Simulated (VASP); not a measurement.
# SrCl2 (I4/mmm) in VASP: further runs, part 2 of 2

VASP 6.6.1. Earlier steps stand in the parts before.

## 4. Single point, PBE (29.52 Å³/atom)

Input file INCAR:

```
ALGO = Normal
EDIFF = 1E-6
ENCUT = 520
GGA = PE
ISIF = 2
ISMEAR = 0
LASPH = True
LCHARG = False
LREAL = False
LWAVE = False
NBANDS = 19
NELM = 80
PREC = Accurate
SIGMA = 0.05
```

Input file KPOINTS:

```
k-points
0
Gamma
  6 6 6
```

Input file POSCAR:

```
SrCl2
1.0
    0.0000000000      3.5759717953      3.4629710865
    3.5759717953      0.0000000000      3.4629710865
    3.5759717953      3.5759717953      0.0000000000
Sr Cl
1 2
Direct
    0.0000000000      0.0000000000      0.0000000000
    0.2500000000      0.2500000000      0.2500000000
    0.7500000000      0.7500000000      0.7500000000
```

Potentials or basis: VASP PAW PBE potentials, release 64 (Sr_sv, Cl).

Started as:

```
cat potpaw_PBE.64/Sr_sv/POTCAR potpaw_PBE.64/Cl/POTCAR > POTCAR
mpirun -np 1 vasp_std > vasp.out
```

OUTCAR:

```text
EDIFF = 1E-6
   ENCUT = 520
   GGA = PE
   ISIF = 2
   ISMEAR = 0
   LASPH = True
   LREAL = False
   NELM = 80
   PREC = Accurate

 ion  position               nearest neighbor table
   1  0.000  0.000  0.000-   3 3.06   3 3.06   3 3.06   2 3.06   3 3.06   2 3.06   2 3.06   2 3.06

   2  0.250  0.250  0.250-   1 3.06   1 3.06   1 3.06   1 3.06
   3  0.750  0.750  0.750-   1 3.06   1 3.06   1 3.06   1 3.06

  LATTYP: Found a body centered tetragonal cell.
 ALAT       =     5.0571878116
 C/A-ratio  =     1.3695244138

  Lattice vectors:

 A1 = (   0.0000000000,  -3.5759717953,  -3.4629710865)
 A2 = (   0.0000000000,   3.5759717953,  -3.4629710865)
 A3 = (   3.5759717953,   0.0000000000,   3.4629710865)

Analysis of symmetry for initial positions (statically):
=====================================================================
 Subroutine PRICEL returns:
 Original cell was already a primitive cell.

[... 160 lines left out ...]
   NGX = 19   NGY = 19   NGZ = 19

 number of electron      23.9999999 magnetization

 Free energy of the ion-electron system (eV)
  ---------------------------------------------------
  ext. energy  EPLUGINS =         0.00000000
  ---------------------------------------------------
  free energy    TOTEN  =       -12.78117822 eV

  energy without entropy =      -12.78117822  energy(sigma->0) =      -12.78117822

 E-fermi :   0.3147     XC(G=0):  -8.1023

 val. band max:        0.0153002413   @ k =   0.5000   0.5000   0.0000
 cond. band min:       5.0370121807   @ k =   0.0000   0.0000   0.0000
 fundamental gap:      5.0217119394
 Fermi energy:         0.3147251341

 k-point     1 :       0.0000    0.0000    0.0000
  band No.  band energies     occupation
      1     -33.1501      2.00000
      2     -15.1302      2.00000
      3     -15.1204      2.00000
      4     -15.1204      2.00000
      5     -13.2935      2.00000
      6     -12.5219      2.00000
[... 505 lines left out ...]
      6     -12.7145      2.00000
[... 11 lines left out ...]
     18       8.5862      0.00000
     19       9.4123      0.00000

 [... further k-points ...]
[... 5 lines left out ...]
  --------------------------------------------------------------------------------------
  -------------------------------------------------------------------------------------
  Total       -0.5123924     -0.5123924      0.3556875      0.0000000     -0.0000000      0.0000000
  in kB       -9.2692856     -9.2692856      6.4344606      0.0000000     -0.0000000      0.0000000
  external PRESSURE =      -4.0347035 kB  Pullay stress =       0.0000000 kB

 VOLUME and BASIS-vectors are now :
 -----------------------------------------------------------------------------
  energy-cutoff  :      520.00
  volume of cell :       88.57
      direct lattice vectors                 reciprocal lattice vectors
     0.000000000  3.575971795  3.462971087    -0.139822132  0.139822132  0.144384688
     3.575971795  0.000000000  3.462971087     0.139822132 -0.139822132  0.144384688
     3.575971795  3.575971795  0.000000000     0.139822132  0.139822132 -0.144384688

 POSITION                                       TOTAL-FORCE (eV/Angst)
 -----------------------------------------------------------------------------------
      0.00000      0.00000      0.00000        -0.000000      0.000000     -0.000000
      1.78799      1.78799      1.73149         0.000000     -0.000000      0.000000
      5.36396      5.36396      5.19446        -0.000000      0.000000     -0.000000
 -----------------------------------------------------------------------------------
    total drift:                               -0.000000     -0.000000      0.000000

  FREE ENERGIE OF THE ION-ELECTRON SYSTEM (eV)
  ---------------------------------------------------
  free  energy   TOTEN  =       -12.7811782178 eV

  energy  without entropy=      -12.7811782178  energy(sigma->0) =      -12.78117822
```

OSZICAR:

```text
N       E                     dE             d eps       ncg     rms          rms(c)
DAV:   1     0.142955667160E+03    0.14296E+03   -0.11480E+04  1140   0.113E+03
DAV:   2    -0.332067130383E+01   -0.14628E+03   -0.14148E+03  1497   0.218E+02
DAV:   3    -0.127373378026E+02   -0.94167E+01   -0.93866E+01  1490   0.562E+01
DAV:   4    -0.130737166611E+02   -0.33638E+00   -0.33588E+00  1896   0.916E+00
DAV:   5    -0.130771147388E+02   -0.33981E-02   -0.33978E-02  1525   0.893E-01    0.117E+01
DAV:   6    -0.127626531514E+02    0.31446E+00   -0.63841E-01  1326   0.441E+00    0.760E+00
DAV:   7    -0.127702701117E+02   -0.76170E-02   -0.35452E-01  1546   0.354E+00    0.222E+00
DAV:   8    -0.127786935460E+02   -0.84234E-02   -0.52565E-02  1275   0.128E+00    0.388E-01
DAV:   9    -0.127796902801E+02   -0.99673E-03   -0.21664E-03  1503   0.266E-01    0.139E-01
DAV:  10    -0.127810724393E+02   -0.13822E-02   -0.10172E-03  1228   0.185E-01    0.345E-02
DAV:  11    -0.127811557640E+02   -0.83325E-04   -0.54497E-05  1504   0.418E-02    0.412E-02
DAV:  12    -0.127811763505E+02   -0.20586E-04   -0.20138E-05  1237   0.229E-02    0.356E-03
DAV:  13    -0.127811782423E+02   -0.18918E-05   -0.20254E-06  1398   0.777E-03    0.436E-03
DAV:  14    -0.127811782178E+02    0.24523E-07   -0.39419E-07   974   0.414E-03
   1 F= -.12781178E+02 E0= -.12781178E+02  d E =-.347717E-19
```

It took 51 s on 1 thread of Intel Xeon Platinum 8259CL at 2.50GHz (Skylake/Cascade Lake), shared host; peak memory 0.25 GiB.

Results:

```
Free energy            : -12.7812 eV
Pressure               : -0.4 GPa
Band gap on the k mesh : 5.02 eV (least direct gap 5.31 eV)
```

A k mesh can miss the band edges. PBE gaps usually lie below the measured ones, often by a third to a half.

## 5. Single point, PBE (29.52 Å³/atom)

Input file INCAR:

```
SYSTEM = SrCl2
  ALGO = Normal
  EDIFF = 1E-6
  ENCUT = 520
  GGA = PE
  ISIF = 2
  ISMEAR = 0
  LASPH = .TRUE.
  LCHARG = .FALSE.
  LREAL = .FALSE.
  LWAVE = .FALSE.
  NBANDS = 19
  NELM = 60
  PREC = Accurate
  SIGMA = 0.05
```

Input file KPOINTS:

```
k-points
0
G
  6 6 6
  0 0 0
```

Input file POSCAR:

```
SrCl2
1.0
    0.0000000000      3.6143219316      3.3898725397
    3.6143219316      0.0000000000      3.3898725397
    3.6143219316      3.6143219316      0.0000000000
Sr Cl
1 2
Direct
    0.0000000000      0.0000000000      0.0000000000
    0.2500000000      0.2500000000      0.2500000000
    0.7500000000      0.7500000000      0.7500000000
```

Started as:

```
cat potpaw_PBE.64/Sr_sv/POTCAR potpaw_PBE.64/Cl/POTCAR > POTCAR
mpirun -np 1 vasp_std > vasp.out
```

Wall time 58 s (1 thread of Intel Xeon Platinum 8259CL at 2.50GHz (Skylake/Cascade Lake), shared host); peak memory 0.25 GiB.

It converged, with:

```
Free energy            : -12.7532 eV
Pressure               : -0.4 GPa
Band gap on the k mesh : 4.82 eV (least direct gap 5.08 eV)
```

Stress tensor (GPa, compression positive):
```
-1.44  0.00  0.00
 0.00 -1.44  0.00
 0.00  0.00  1.75
```

Levels at points of the mesh, in eV from the valence-band top:
| k point | band 10 | band 11 | band 12 | band 13 | band 14 | band 15 |
| --- | --- | --- | --- | --- | --- | --- |
| (0.00, 0.00, 0.00) | -0.75 | -0.75 | -0.26 | 4.82 | 5.62 | 6.10 |
| (0.50, 0.00, 0.00) | -1.52 | -1.29 | -1.23 | 6.33 | 6.43 | 7.02 |
| (0.50, 0.50, 0.00) | -0.73 | -0.73 | 0.00 | 5.22 | 6.93 | 7.20 |
| (0.50, 0.00, 0.50) | -0.85 | -0.38 | -0.31 | 5.22 | 6.49 | 7.22 |

## 6. The runs side by side

| cell | gap on the mesh (eV) | pressure (GPa) |
| --- | --- | --- |
| a = 5.079, b = 5.079, c = 4.871 Å, angles 61.3, 61.3, 57.3°, 3 atoms | 4.81 | -0.4 |
| a = 5.062, b = 5.062, c = 4.898 Å, angles 61.1, 61.1, 57.9°, 3 atoms | 4.92 | -0.4 |
| a = 4.978, b = 4.978, c = 5.057 Å, angles 59.5, 59.5, 61.1°, 3 atoms | 5.02 | -0.4 |
| a = 4.955, b = 4.955, c = 5.111 Å, angles 59.0, 59.0, 62.1°, 3 atoms | 4.82 | -0.4 |

Alike in all rows: task single point; level PBE; potentials or basis VASP PAW PBE potentials, release 64 (Sr_sv, Cl); no spin polarisation; k mesh 6 × 6 × 6; cutoff (eV) 520; smearing gaussian 0.05 eV.

Total energies depend on the potentials used, so only differences within one code and one set of settings carry meaning.
